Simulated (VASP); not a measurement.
## TaN: relaxation of cell and atoms with LDA

TaN:

```xyz
6
Lattice="5.1960 0.0000 0.0000 -2.5980 4.4999 0.0000 0.0000 0.0000 2.9110" Properties=species:S:1:pos:R:3 pbc="T T T"
Ta    0.0000    2.9999    1.4555
Ta    2.5980    1.5000    1.4555
Ta    0.0000    0.0000    0.0000
N     2.0412    0.0000    0.0000
N     1.5774    2.7321    0.0000
N    -1.0206    1.7678    0.0000
```

```json
{
  "Program": "VASP 6.6.1",
  "Task": "relaxation of cell and atoms",
  "Functional": "LDA",
  "Potentials or basis": "VASP PAW LDA potentials, release 64 (Ta_pv, N)",
  "Cutoff": "600 eV",
  "k mesh": "5 × 5 × 8",
  "Occupations": "fermi-dirac, width 0.1 eV",
  "Spin": "no spin polarisation",
  "Target pressure": "2 GPa",
  "Dipole correction": "no",
  "Further INCAR settings": "ALGO = Normal; EDIFF = 1e-06; IBRION = 2; EDIFFG = -0.01; NSW = 60; ISIF = 3"
}
```

```
Relaxed volume                                             : 11.00 Å³/atom
Relaxed cell                                               : a = 5.149 Å, b = 5.149 Å, c = 2.874 Å, α = 90.00°, β = 90.00°, γ = 120.00°
Space group after relaxing (to 0.1 Å)                      : P-62m (No. 189)
Energy change on relaxing (the run minimises the enthalpy) : -7.3 meV/atom
Ionic steps                                                : 10
Pressure after relaxing                                    : 2.0 GPa
Band gap on the k mesh                                     : zero (bands 24 and 25 overlap by 3.19 eV)
```

Step by step:
```
step  energy change (eV)  largest force (eV/Å)  pressure (GPa)  volume (Å³)
   1              0.0000                0.0605           -8.34        68.06
   2              0.4944                0.4267           34.91        61.10
   3             -0.0442                0.0684            1.70        66.07
   4             -0.0436                0.0721            1.99        66.02
   5             -0.0430                0.0748            2.21        65.97
   6             -0.0433                0.0046            2.17        65.97
   7             -0.0434                0.0208            2.19        65.97
   8             -0.0446                0.0002            1.64        66.07
   9             -0.0440                0.0113            1.92        66.02
  10             -0.0439                0.0019            1.99        66.00
```

Final structure:
```
Ta N
1.0
     5.14946    0.00000    0.00000
    -2.57473    4.45957    0.00000
     0.00000    0.00000    2.87408
Ta N
3 3
Direct
  0.33333 0.66667 0.50000
  0.66667 0.33333 0.50000
  0.00000 0.00000 0.00000
  0.39329 0.00000 0.00000
  0.60671 0.60671 0.00000
  0.00000 0.39329 0.00000
```

Levels at points of the mesh, in eV from the Fermi level:
```tsv
k point	band 22	band 23	band 24	band 25	band 26	band 27
(0.00, 0.00, 0.00)	-3.44	-2.11	-1.10	-1.10	0.46	0.46
(0.00, 0.00, 0.50)	-3.08	-3.08	1.82	1.82	2.02	2.14
```

It took 2.1 min on 1 thread of Intel(R) Xeon(R) 6975P-C (Granite Rapids) (shared host), peak memory 0.21 GiB.

Caveat: the cell is relaxed towards a set pressure, so the run minimises the enthalpy, not the energy; spin-orbit coupling is left out, which moves the levels of the heavy elements. Zero-point motion and thermal expansion aren't in these numbers.
